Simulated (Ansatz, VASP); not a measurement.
## CeRh3Au2: VASP beside Ansatz

```
Rh Ce Au
1.0
     5.59725    0.00000    0.00000
    -2.79862    4.84736    0.00000
     0.00000    0.00000    4.32506
Rh Ce Au
3 1 2
Direct
  0.50000 0.00000 0.50000
  0.50000 0.50000 0.50000
  0.00000 0.50000 0.50000
  0.00000 0.00000 0.00000
  0.33330 0.66670 0.00000
  0.66660 0.33330 0.00000
```

Alike in both runs: task single point; functional r2SCAN; k mesh 4 × 4 × 4; occupations fermi-dirac, width 0.0749 eV; no spin polarisation.

```csv
,VASP,Ansatz
version,VASP 6.6.1,Ansatz 0.2.0
potentials or method,"VASP PAW PBE potentials, release 64 (Rh_pv, Ce, Au), cutoff 520 eV",PAW plane waves
valence electrons in the cell,79,101
```

```csv
,VASP,Ansatz,Ansatz less VASP
gap on the k mesh at the Fermi level (eV),none,none,-
pressure (GPa),-8.9,-9.2,-0.25
"traceless stress, the component that is largest in VASP (GPa)",4.94,4.81,-0.131
```

VASP's potentials were made for PBE, not for r2SCAN. A gap of «none» marks a metal or a gap that the smearing closes. With one functional, cell and mesh, what is left measures potentials, basis and numerics. VASP's potentials hold 79 valence electrons a cell and Ansatz's 101, so a difference there can come from the potentials and not from the codes. Ansatz's warnings: structure snapped to symmetry.

The k mesh is coarse, so the values compare programs but aren't converged. Spin-orbit coupling is off throughout.
